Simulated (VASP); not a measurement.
Runs of VASP 6.6.1 on GeBr. The structure is that of space group P-6m2 (No. 187), or close to it. The cells are those of the table. 

```csv
task,cell,k mesh,cutoff (eV),gap on the mesh (eV),pressure (GPa),relaxed volume (Å³/atom)
single point,"a = 3.521, b = 3.521, c = 4.522 Å, angles 90.0, 90.0, 120.0°, 2 atoms",6 × 6 × 4,520,none,0.0,-
single point,"a = 3.525, b = 3.525, c = 4.507 Å, angles 90.0, 90.0, 120.0°, 2 atoms",18 × 18 × 12,520,none,0.0,-
relaxation of cell and atoms,"relaxed from a = 3.562, b = 3.562, c = 6.443 Å, angles 90.0, 90.0, 120.0°, 2 atoms",6 × 6 × 4,600,none,0.0,(a)
relaxation of cell and atoms,"relaxed from a = 3.521, b = 3.521, c = 4.522 Å, angles 90.0, 90.0, 120.0°, 2 atoms",18 × 18 × 12,600,none,0.0,24.28
single point,"a = 3.562, b = 3.562, c = 6.443 Å, angles 90.0, 90.0, 120.0°, 2 atoms",6 × 6 × 4,520,none,-6.6,-
```

Alike in all rows: level PBE; potentials or basis VASP PAW PBE potentials, release 64 (Ge_d, Br); no spin polarisation; smearing gaussian 0.1 eV.

Question: Fill in the values left out.

Answer: (a) 24.33.

Caveats: an odd number of electrons without spin polarisation forces a metal; a magnetic or distorted state may lie lower; the volume moved by over 15 % at a fixed basis, so the end points are rough (some runs).

A k mesh can miss the band edges, and the runs leave out spin-orbit coupling on Br, Ge.

A gap of «none» marks levels without a gap at the run's occupations.
